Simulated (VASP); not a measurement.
# ZrB2 (P6/mmm) in VASP: a series of runs, part 2 of 2

VASP 6.6.1. Earlier steps stand in the parts before.

## Step 3: Single point, r2SCAN+D4

This run uses another cell than the first one, of 10.20 Å³/atom, 0.939 times its volume.

The input, POSCAR:

```
ZrB2
1.0
    3.1601362168      0.0000000000      0.0000000000
   -1.5800681084      2.7367582432      0.0000000000
    0.0000000000      0.0000000000      3.5378214718
Zr B
1 2
Direct
    0.0000000000      0.0000000000      0.0000000000
    0.6666666667      0.3333333333      0.5000000000
    0.3333333333      0.6666666667      0.5000000000
```

The input, INCAR.step1:

```
  PREC = Accurate
  ENCUT = 520
  ISMEAR = -1
  SIGMA = 0.05
  LREAL = F
  LASPH = T
  NELM = 60
  NBANDS = 16
  GGA = PE
  ALGO = Normal
  EDIFF = 1E-4
  LWAVE = T
  LCHARG = F
```

The input, INCAR.step2:

```
  PREC = Accurate
  ENCUT = 520
  EDIFF = 1E-6
  ISMEAR = -1
  SIGMA = 0.05
  LREAL = F
  LASPH = T
  NELM = 60
  ALGO = Normal
  ISIF = 2
  LWAVE = F
  LCHARG = F
  METAGGA = R2SCAN
  LMIXTAU = T
  IVDW = 13
  VDW_S6 = 1.0
  VDW_S8 = 0.6018749
  VDW_A1 = 0.51559235
  VDW_A2 = 5.77342911
  NBANDS = 16
  ISTART = 1
```

The input, KPOINTS:

```
Automatic mesh
0
Gamma
  10 10 8
```

Potentials or basis: VASP PAW PBE potentials, release 64 (Zr_sv, B).

Started as:

```bash
$ cat potpaw_PBE.64/Zr_sv/POTCAR potpaw_PBE.64/B/POTCAR > POTCAR
$ cp INCAR.step1 INCAR
$ mpirun -np 1 vasp_std > vasp.out
$ cp INCAR.step2 INCAR
$ mpirun -np 1 vasp_std > vasp.out
```

OUTCAR:

```text
PREC = Accurate
   ENCUT = 520
   EDIFF = 1E-6
   ISMEAR = -1
   LREAL = F
   LASPH = T
   NELM = 60
   ISIF = 2
   METAGGA = R2SCAN
   IVDW = 13
   ISTART = 1

 ion  position               nearest neighbor table
   1  0.000  0.000  0.000-   2 2.54   3 2.54   2 2.54   3 2.54   2 2.54   2 2.54   3 2.54   3 2.54
                             2 2.54   2 2.54   3 2.54   3 2.54
   2  0.667  0.333  0.500-   3 1.82   3 1.82   3 1.82   1 2.54   1 2.54   1 2.54   1 2.54   1 2.54
                             1 2.54
   3  0.333  0.667  0.500-   2 1.82   2 1.82   2 1.82   1 2.54   1 2.54   1 2.54   1 2.54   1 2.54
                             1 2.54

  LATTYP: Found a hexagonal cell.
 ALAT       =     3.1601362168
 C/A-ratio  =     1.1195154984

  Lattice vectors:

 A1 = (   3.1601362168,   0.0000000000,   0.0000000000)
 A2 = (  -1.5800681084,   2.7367582432,   0.0000000000)
 A3 = (   0.0000000000,   0.0000000000,   3.5378214718)

Analysis of symmetry for initial positions (statically):
=====================================================================
 Subroutine PRICEL returns:
 Original cell was already a primitive cell.

 Routine SETGRP: Setting up the symmetry group for a
 hexagonal supercell.

 Subroutine GETGRP returns: Found 24 space group operations
 (whereof 24 operations were pure point group operations)
 out of a pool of 24 trial point group operations.

The static configuration has the point symmetry D_6h.

Analysis of symmetry for dynamics (positions and initial velocities):
=====================================================================
 Subroutine PRICEL returns:
 Original cell was already a primitive cell.

 Routine SETGRP: Setting up the symmetry group for a
 hexagonal supercell.

 Subroutine GETGRP returns: Found 24 space group operations
 (whereof 24 operations were pure point group operations)
 out of a pool of 24 trial point group operations.

The dynamic configuration has the point symmetry D_6h.

 Subroutine INISYM returns: Found 24 space group operations
 (whereof 24 operations are pure point group operations),
 and found     1 'primitive' translations

----------------------------------------------------------------------------------------

                                     Primitive cell

  volume of cell :      30.5970

  direct lattice vectors                    reciprocal lattice vectors
     3.160136217  0.000000000  0.000000000     0.316442055  0.182697906  0.000000000
    -1.580068108  2.736758243  0.000000000     0.000000000  0.365395812  0.000000000
     0.000000000  0.000000000  3.537821472     0.000000000  0.000000000  0.282659826

  length of vectors
     3.160136217  3.160136217  3.537821472     0.365395812  0.365395812  0.282659826

  position of ions in fractional coordinates (direct lattice)
     0.000000000  0.000000000  0.000000000
     0.666666667  0.333333333  0.500000000
     0.333333333  0.666666667  0.500000000

  ion indices of the primitive-cell ions
   primitive index   ion index
                 1           1
                 2           2
                 3           3

----------------------------------------------------------------------------------------
[... 24 lines left out ...]

 Following reciprocal coordinates:
            Coordinates               Weight
  0.000000  0.000000  0.000000      1.000000
  0.100000  0.000000  0.000000      6.000000
  0.200000  0.000000  0.000000      6.000000
  0.300000  0.000000  0.000000      6.000000
  0.400000 -0.000000  0.000000      6.000000
  0.500000  0.000000  0.000000      3.000000
[... 16 lines left out ...]
  0.300000  0.100000  0.125000     24.000000
  0.400000  0.100000  0.125000     24.000000
 [... further k-points ...]
   k-points           NKPTS =     70   k-points in BZ     NKDIM =     70   number of bands    NBANDS=     16
   number of dos      NEDOS =    301   number of ions     NIONS =      3
   total plane-waves  NPLWV =  16128
   dimension x,y,z NGX =    24 NGY =   24 NGZ =   28
   dimension x,y,z NGXF=    48 NGYF=   48 NGZF=   56
   ions per type =               1   2
   NGX,Y,Z   is equivalent  to a cutoff of  12.63, 12.63, 13.16 a.u.
   NGXF,Y,Z  is equivalent  to a cutoff of  25.25, 25.25, 26.31 a.u.
 SYSTEM =  unknown system
   PREC   = accura    normal or accurate (medium, high low for compatibility)
   ISTART =      1    job   : 0-new  1-cont  2-samecut
   ICHARG =      0    charge: 1-file 2-atom 10-const
   ISPIN  =      1    spin polarized calculation?
   LNONCOLLINEAR =      F non collinear calculations
   LSORBIT =      F    spin-orbit coupling
   LASPH  =      T    aspherical Exc in radial PAW
   ENCUT  =  520.0 eV  38.22 Ry    6.18 a.u.   5.88  5.88  6.58*2*pi/ulx,y,z
   NELM   =     60;   NELMIN=  2; NELMDL=  0     # of ELM steps
   EDIFF  = 0.1E-05   stopping-criterion for ELM
   LREAL  =      F    real-space projection
   EDIFFG = 0.1E-04   stopping-criterion for IOM
   NSW    =      0    number of steps for IOM
   IBRION =     -1    ionic relax: 0-MD 1-quasi-New 2-CG
   NFREE  =      0    steps in history (QN), initial steepest desc. (CG)
   ISIF   =      2    stress and relaxation
   ISYM   =      2    0-nonsym 1-usesym 2-fastsym
   POTIM  = 0.5000    time-step for ionic-motion
   TEBEG  =    0.0;   TEEND  =   0.0 temperature during run
   PSTRESS=    0.0 pullay stress
   NELECT =      18.0000    total number of electrons
   NUPDOWN=      -1.0000    fix difference up-down
   EMIN   =  10.00;   EMAX   =-10.00  energy-range for DOS
   EFERMI =   0.00;   METHOD = LEGACY
   ISMEAR =    -1;   SIGMA  =   0.05  broadening in eV -4-tet -1-fermi 0-gaus
   EFERMI_NEDOS =   21; number of points for ismear=-14 and -15
   IALGO  =     38    algorithm
   IMIX   =      4    mixing-type and parameters
     AMIX     =   0.40;   BMIX     =  1.00
     AMIX_MAG =   1.60;   BMIX_MAG =  1.00
  volume/ion in A,a.u.               =      10.20        68.83
  Fermi-wavevector in a.u.,A,eV,Ry     =   1.371744  2.592220 25.601818  1.881681
  Thomas-Fermi vector in A             =   2.497413
   LORBIT       =      0    0 simple, 1 ext, 2 COOP (PROOUT), +10 PAW based schemes
   METAGGA = R2SCAN    functional components
   LHFCALC =     F    Hartree Fock is set to
   AEXX    =    0.0000 exact exchange contribution
   IVDW    =    13    specifies the selected vdW correction
   LEPSILON=     F    determine dielectric tensor
   LRPA    =     F    only Hartree local field effects (RPA)
 non-spin polarized calculation
  energy-cutoff  :      520.00
  volume of cell :       30.60
 maximum number of plane-waves:       844
 NGX is ok and might be reduce to    24
   NGX = 11   NGY = 11   NGZ = 13

 number of electron      17.9999999 magnetization

 Free energy of the ion-electron system (eV)
  ---------------------------------------------------
  ext. energy  EPLUGINS =         0.00000000
  ---------------------------------------------------
  free energy    TOTEN  =       -40.63305006 eV

  energy without entropy =      -40.63035235  energy(sigma->0) =      -40.63170121

 E-fermi :  10.6228     XC(G=0): -13.4001

 val. band max:       10.5973380284   @ k =   0.2000   0.2000   0.1250
 cond. band min:      10.7844111984   @ k =   0.0000   0.0000   0.2500
 fundamental gap:      0.1870731700
 Fermi energy:        10.6228243041

 k-point     1 :       0.0000    0.0000    0.0000
  band No.  band energies     occupation
      1     -39.7024      2.00000
      2     -17.1984      2.00000
      3     -16.6138      2.00000
      4     -16.6138      2.00000
      5      -2.9689      2.00000
      6       7.9343      2.00000
[... 433 lines left out ...]
      3     -17.0513      2.00000
      4     -16.8932      2.00000
      5       0.7216      2.00000
      6       2.0865      2.00000
[... 8 lines left out ...]
     15      19.4290      0.00000
     16      21.3373      0.00000

 [... further k-points ...]

------------------------ aborting loop because EDIFF is reached ----------------------------------------

  DFT-D4 for vdW energy calculation

  Edisp (eV):   -0.34959

  FORCE on cell =-STRESS in cart. coord.  units (eV):
  Direction    XX          YY          ZZ          XY          YZ          ZX
  --------------------------------------------------------------------------------------
  -------------------------------------------------------------------------------------
  Total       0.01641     0.01641     0.01805     0.00000     0.00000     0.00000
  in kB       0.85927     0.85927     0.94495     0.00000     0.00000     0.00000
  external pressure =        0.89 kB  Pullay stress =        0.00 kB

 VOLUME and BASIS-vectors are now :
 -----------------------------------------------------------------------------
  energy-cutoff  :      520.00
  volume of cell :       30.60
      direct lattice vectors                 reciprocal lattice vectors
     3.160136217  0.000000000  0.000000000     0.316442055  0.182697906  0.000000000
    -1.580068108  2.736758243  0.000000000     0.000000000  0.365395812  0.000000000
     0.000000000  0.000000000  3.537821472     0.000000000  0.000000000  0.282659826

 POSITION                                       TOTAL-FORCE (eV/Angst)
 -----------------------------------------------------------------------------------
      0.00000      0.00000      0.00000        -0.000000      0.000000      0.000000
      1.58007      0.91225      1.76891        -0.000000      0.000000      0.000000
     -0.00000      1.82451      1.76891         0.000000     -0.000000      0.000000
 -----------------------------------------------------------------------------------
    total drift:                               -0.000000      0.000000     -0.000000

  FREE ENERGIE OF THE ION-ELECTRON SYSTEM (eV)
  ---------------------------------------------------
  free  energy   TOTEN  =       -40.9826399562 eV

  energy  without entropy=      -40.9799422459  energy(sigma->0) =      -40.98129110
```

Run time: 83 s. Hardware: 1 thread of Intel Xeon 6975P-C, shared host; peak memory 0.17 GiB.

What came out:

* Free energy: -40.9826 eV
* Pressure: 0.1 GPa
* Band gap on the k mesh: zero (band 9 reaches 11.36 eV, above the bottom of band 10 at 10.45 eV)
* Dispersion energy per atom: -0.117 eV

Caveat: the PAW data sets were made with another functional, which shifts forces and pressure a little; pairwise dispersion overbinds metals, which lowers pressure and volume.
